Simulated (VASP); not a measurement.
Wanted: the native input for a VASP 6.6.1 run.

```
Task                   : single point
Functional             : LDA
Potentials or basis    : VASP PAW PBE potentials, release 64 (Lu)
Cutoff                 : 520 eV
k mesh                 : 11 × 11 × 6
Occupations            : methfessel-paxton, width 0.2 eV
Spin                   : no spin polarisation
Dipole correction      : no
Further INCAR settings : ALGO = Normal; EDIFF = 1e-06; NBANDS = 32
```

The structure of Lu lies in POSCAR:

```
Lu
1.0
    3.3823924653      0.0000000000      0.0000000000
   -1.6911962327      2.9292378005      0.0000000000
    0.0000000000      0.0000000000      5.2524129119
Lu
2
Direct
    0.3333333333      0.6666666667      0.2500000000
    0.6666666667      0.3333333333      0.7500000000
```

One way to write it, as run:

INCAR

```
SYSTEM = Lu
PREC = Accurate ; ENCUT = 520
EDIFF = 1E-6 ; ISMEAR = 1
SIGMA = 0.2 ; LREAL = .FALSE.
LASPH = .TRUE. ; NELM = 100
ALGO = Normal ; ISIF = 2
LWAVE = .FALSE. ; LCHARG = .FALSE.
GGA = CA ; NBANDS = 32
```

KPOINTS

```
regular mesh
0
G
  11 11 6
  0 0 0
```

Potentials or basis: VASP PAW PBE potentials, release 64 (Lu).

The run is started by

```console
$ cat potpaw_PBE.64/Lu/POTCAR > POTCAR
$ mpirun -np 1 vasp_std > vasp.out
```

It gave:

* Pressure: 0.0 GPa
* Band gap on the k mesh: zero (band 25 reaches 3.62 eV, above the bottom of band 26 at 1.71 eV)

Caveat: the PAW data sets were made with another functional, which shifts forces and pressure a little; spin-orbit coupling is left out, which moves the levels of the heavy elements.

Wall time 2.6 min on 1 thread of Oxide Virtual Turin-like Processor, with other jobs on the host, peak memory 0.18 GiB.
